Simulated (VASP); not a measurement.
A run of VASP 6.6.1 is set up as follows.

The input INCAR:

```
  PREC = Accurate
  ENCUT = 600
  EDIFF = 1E-6
  ISMEAR = 0
  SIGMA = 0.1
  LREAL = F
  LASPH = T
  NELM = 60
  ALGO = Normal
  ISIF = 3
  LWAVE = F
  LCHARG = F
  GGA = PE
  IBRION = 2
  NSW = 100
  EDIFFG = -0.01
```

KPOINTS

```
Automatic mesh
0
Gamma
  12 12 8
```

File POSCAR:

```
Sb2P3H
1.0
    5.1031607278      0.0000000000      0.0000000000
   -2.5515803639      4.4194668299      0.0000000000
    0.0000000000      0.0000000000      5.4648082006
Sb H P
2 1 3
Direct
    0.3333333333      0.6666666667      0.0000000000
    0.6666666667      0.3333333333      0.0000000000
    0.0000000000      0.0000000000      0.5000000000
    0.5000000000      0.0000000000      0.5000000000
    0.0000000000      0.5000000000      0.5000000000
    0.5000000000      0.5000000000      0.5000000000
```

Potentials or basis: VASP PAW PBE potentials, release 64 (Sb, H, P).

The run is started by

```console
$ cat potpaw_PBE.64/Sb/POTCAR potpaw_PBE.64/H/POTCAR potpaw_PBE.64/P/POTCAR > POTCAR
$ mpirun -np 1 vasp_std > vasp.out
```

Task: Estimate the band gap on the k mesh.

Result: Zero (band 13 reaches 7.66 eV, above the bottom of band 14 at 5.73 eV).

Task: What does it give for the relaxed volume?

Result: 20.34 Å³/atom.

Final structure:
```xyz
6
Lattice="5.1218 0.0000 0.0000 -2.5609 4.4356 0.0000 0.0000 0.0000 5.3713" Properties=species:S:1:pos:R:3 pbc="T T T"
Sb    0.0000    2.9571    0.0000
Sb    2.5609    1.4785    0.0000
H     0.0000    0.0000    2.6856
P     2.5609    0.0000    2.6856
P    -1.2805    2.2178    2.6856
P     1.2805    2.2178    2.6856
```

Caveat: spin-orbit coupling is left out, which moves the levels of the heavy elements.
